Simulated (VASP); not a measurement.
Set up this calculation in VASP 6.6.1, as the native input.

| Quantity | Value |
| --- | --- |
| Task | single point |
| Functional | PBEsol |
| Potentials or basis | VASP PAW PBE potentials, release 64 (Ir) |
| Cutoff | 500 eV |
| k mesh | 8 × 8 × 8 |
| Occupations | gaussian, width 0.1 eV |
| Spin | no spin polarisation |
| Dipole correction | no |
| Further INCAR settings | ALGO = Normal; EDIFF = 1e-06; NBANDS = 10 |

The structure of Ir lies in POSCAR:

```
Ir
1.0
   -1.5788553348      1.5788553348      1.5788553348
    1.5788553348     -1.5788553348      1.5788553348
    1.5788553348      1.5788553348     -1.5788553348
Ir
1
Direct
    0.0000000000      0.0000000000      0.0000000000
```

These files were run (other wordings do the same):

INCAR

```
  ALGO = Normal
  EDIFF = 1E-6
  ENCUT = 500
  GGA = PS
  GGA_COMPAT = False
  ISIF = 2
  ISMEAR = 0
  LASPH = True
  LCHARG = True
  LELF = True
  LREAL = False
  LVHAR = True
  LWAVE = False
  NBANDS = 10
  NELM = 120
  PREC = Accurate
  SIGMA = 0.1
```

KPOINTS

```
k-points
0
Gamma
  8 8 8
```

Potentials or basis: VASP PAW PBE potentials, release 64 (Ir).

The run is started by

```console
$ cat potpaw_PBE.64/Ir/POTCAR > POTCAR
$ mpirun -np 1 vasp_std > vasp.out
```

It gave:

```
Pressure : -21.3 GPa
```

Caveat: the PAW data sets were made with another functional, which shifts forces and pressure a little.

It took 3.7 s on 1 thread of Intel Xeon 6975P-C (shared host), peak memory 0.13 GiB.
